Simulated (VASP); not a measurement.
# Pt: single point with PBEsol

Crystal: Pt.

```
Pt
1.0
     2.53981    0.00000    0.00000
    -1.26991    2.19954    0.00000
     0.00000    0.00000    5.17550
Pt
2
Direct
  0.66667 0.33333 0.75000
  0.33333 0.66667 0.25000
```

This cell differs from its parent crystal: strain -0.080 along x and y, +0.080 along z.

```json
{
 "Program": "VASP 6.6.1",
 "Task": "single point",
 "Functional": "PBEsol",
 "Potentials or basis": "VASP PAW PBE potentials, release 64 (Pt)",
 "Cutoff": "520 eV",
 "k mesh": "18 × 18 × 10",
 "Occupations": "gaussian, width 0.15 eV",
 "Spin": "no spin polarisation"
}
```

```yaml
Pressure: 32.8 GPa
Band_gap_on_the_k_mesh: zero (band 10 reaches 13.25 eV, above the bottom of band 11 at 10.99 eV)
```

Stress tensor (GPa, compression positive):
```
 54.28   0.00   0.00
  0.00  54.28   0.00
  0.00   0.00 -10.06
```

Levels at points of the mesh, in eV from the Fermi level:
| k point | band 6 | band 7 | band 8 | band 9 | band 10 | band 11 | band 12 | band 13 | band 14 | band 15 |
| --- | --- | --- | --- | --- | --- | --- | --- | --- | --- | --- |
| (0.00, 0.00, 0.00) | -3.88 | -3.88 | -2.10 | -0.84 | -0.84 | 0.08 | 0.08 | 3.14 | 12.81 | 15.85 |
| (0.50, 0.00, 0.00) | -2.39 | -2.23 | -0.32 | 1.38 | 1.46 | 2.64 | 4.29 | 8.17 | 8.46 | 10.66 |
| (0.00, 0.00, 0.50) | -4.01 | -4.01 | -4.01 | -0.34 | -0.34 | -0.34 | -0.34 | 9.07 | 9.07 | 16.22 |
| (0.50, 0.00, 0.50) | -1.46 | -1.07 | -1.07 | 1.42 | 1.42 | 1.76 | 1.76 | 8.26 | 8.26 | 12.73 |

It took 64 s on 1 thread of Intel(R) Xeon(R) Platinum 8375C CPU @ 2.90GHz (Ice Lake) (shared host), peak memory 0.21 GiB.

Caveat: the cell differs from its parent crystal (strain -0.080 along x and y, +0.080 along z); the PAW data sets were made with another functional, which shifts forces and pressure a little; spin-orbit coupling is left out, which moves the levels of the heavy elements.
